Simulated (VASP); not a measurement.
Set up this calculation in VASP 6.6.1, as the native input.

```
Task                   : single point
Functional             : PBEsol
Potentials or basis    : VASP PAW PBE potentials, release 64 (Na_pv)
Cutoff                 : 520 eV
k mesh                 : 11 × 11 × 11
Occupations            : fermi-dirac, width 0.1 eV
Spin                   : no spin polarisation
Dipole correction      : no
Further INCAR settings : ALGO = Normal; EDIFF = 1e-06; NBANDS = 10
```

The structure of Na lies in POSCAR:

```
Na
1.0
    3.4329349821      0.0000000000      0.0000000000
    0.0000000000      3.4329349821      0.0000000000
    0.0000000000      0.0000000000      3.4329349821
Na
1
Direct
    0.0000000000      0.0000000000      0.0000000000
```

This cell differs from its parent crystal: volume scaled by 1.04.

The input as run:

INCAR

```
SYSTEM = Na
ALGO = Normal
EDIFF = 1E-6
ENCUT = 520
GGA = PS
ISIF = 2
ISMEAR = -1
LASPH = .TRUE.
LCHARG = .FALSE.
LREAL = .FALSE.
LWAVE = .FALSE.
NBANDS = 10
NELM = 100
PREC = Accurate
SIGMA = 0.1
```

KPOINTS

```
k-points
0
G
  11 11 11
  0 0 0
```

Potentials or basis: VASP PAW PBE potentials, release 64 (Na_pv).

Run with:

```console
$ cat potpaw_PBE.64/Na_pv/POTCAR > POTCAR
$ mpirun -np 1 vasp_std > vasp.out
```

It gave:

```yaml
Pressure: -0.3 GPa
```

Caveat: the PAW data sets were made with another functional, which shifts forces and pressure a little.

It took 5.1 s on 1 thread of Intel(R) Xeon(R) 6975P-C (Granite Rapids), on a shared host, peak memory 0.15 GiB.
